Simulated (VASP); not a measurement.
Input of a VASP 6.6.1 run:

The input INCAR:

```
PREC = Accurate
ENCUT = 910
EDIFF = 1E-7
ISMEAR = 0
SIGMA = 0.1
LREAL = False
LASPH = True
NELM = 120
ALGO = Normal
ISIF = 3
LWAVE = False
LCHARG = False
GGA = PE
IVDW = 12
IBRION = 2
NSW = 80
EDIFFG = -0.05
GGA_COMPAT = False
NELMIN = 4
```

Contents of KPOINTS:

```
Automatic mesh
0
Gamma
  12 12 6
```

File POSCAR:

```
B
1.0
    2.2192673552      0.0000000000      0.0000000000
   -1.1096336776      1.9219419074      0.0000000000
    0.0000000000      0.0000000000      3.7014371803
B
2
Direct
    0.6666666667      0.3333333333      0.7500000000
    0.3333333333      0.6666666667      0.2500000000
```

Potentials or basis: VASP PAW PBE potentials, release 64 (B_h).

Command:

```bash
$ cat potpaw_PBE.64/B_h/POTCAR > POTCAR
$ mpirun -np 1 vasp_std > vasp.out
```

(1) Estimate the space group after relaxing (to 0.05 Å).

(2) What does it give for the band gap on the k mesh?

(3) Estimate the relaxed volume.

(4) Estimate the dispersion energy per atom.

## Answers

(1) P6_3/mmc (No. 194).

(2) zero (band 3 reaches 12.56 eV, above the bottom of band 4 at 1.61 eV).

(3) 7.37 Å³/atom.

(4) -0.203 eV.

Caveat: pairwise dispersion overbinds metals, which lowers pressure and volume.
